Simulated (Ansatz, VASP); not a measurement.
# Ti5C in VASP and in Ansatz

```
CELL_PARAMETERS angstrom
0.00000 3.62262 3.62262
3.62262 0.00000 3.62262
3.62262 3.62262 0.00000
ATOMIC_POSITIONS crystal
Ti 0.62232 0.62232 0.62232
Ti 0.62232 0.62232 0.13304
Ti 0.62232 0.13304 0.62232
Ti 0.13304 0.62232 0.62232
Ti 0.25000 0.25000 0.25000
C 0.00000 0.00000 0.00000
```

Alike in both runs: functional PBE; k mesh 4 × 4 × 4; occupations gaussian, width 0.1 eV; no spin polarisation.

Ansatz relaxed the structure, and its values are those at the end. VASP's run is a single point on that final structure, the one shown.

|  | VASP | Ansatz |
| --- | --- | --- |
| version | VASP 6.6.1 | Ansatz 0.2.0 |
| potentials or method | VASP PAW PBE potentials, release 64 (Ti_sv, C), cutoff 520 eV | scalar-relativistic, plane waves, PAW |
| valence electrons in the cell | 64 | 64 |

```tsv
	VASP	Ansatz	Ansatz less VASP
gap on the k mesh at the Fermi level (eV)	none	none	-
pressure (GPa)	0.1	0.2	+0.10
rms of the force components (eV/Å)	0.023	0.015	-0.0079
```

A gap of «none» marks a metal or a gap that the smearing closes.

The k mesh is coarse, so the values compare programs but aren't converged.
